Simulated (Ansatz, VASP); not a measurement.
**Ti in VASP and in Ansatz**

Contents of INCAR:

```
PREC = Accurate ; ENCUT = 520
EDIFF = 1E-6 ; ISMEAR = 0
SIGMA = 0.15 ; LREAL = False
LASPH = True ; NELM = 80
ALGO = Fast ; ISIF = 2
LWAVE = False ; LCHARG = False
GGA = PS ; NBANDS = 12
```

KPOINTS

```
Automatic mesh
0
Gamma
  22 22 22
```

The input POSCAR:

```
Ti
1.0
   -1.6872494890      1.6872494890      1.5522695298
    1.6872494890     -1.6872494890      1.5522695298
    1.6872494890      1.6872494890     -1.5522695298
Ti
1
Direct
    0.0000000000      0.0000000000      0.0000000000
```

Input for Ansatz:

```yaml
crystal:
  lattice:
    - [-1.687249489, 1.687249489, 1.5522695298]
    - [1.687249489, -1.687249489, 1.5522695298]
    - [1.687249489, 1.687249489, -1.5522695298]
  atoms:
    - { symbol: Ti, position: [0.0, 0.0, 0.0] }
basis:
  ecutwfc: 420
kpoints:
  mp_grid: { grid: [22, 22, 22] }
hamiltonian:
  xc: pbesol
scf:
  occupations: { method: gaussian, width: 0.15 }
output:
  forces: true
  stress: true
  eigenvalues: true
```

Alike in both runs: task single point; functional PBEsol; k mesh 22 × 22 × 22; occupations gaussian, width 0.15 eV; no spin polarisation.

```csv
,VASP,Ansatz
version,VASP 6.6.1,Ansatz 0.2.0
potentials or method,"VASP PAW PBE potentials, release 64 (Ti_sv), cutoff 520 eV","scalar-relativistic, plane waves, PAW"
valence electrons in the cell,12,12
```

|  | VASP | Ansatz | Ansatz less VASP |
| --- | --- | --- | --- |
| gap on the k mesh at the Fermi level (eV) | none | none | - |
| pressure (GPa) | -6.8 | -6.6 | +0.21 |
| traceless stress, the component that is largest in VASP (GPa) | -1.52 | -1.51 | +0.010 |

VASP's potentials were made for PBE, not for PBEsol. A gap of «none» marks a metal or a gap that the smearing closes.
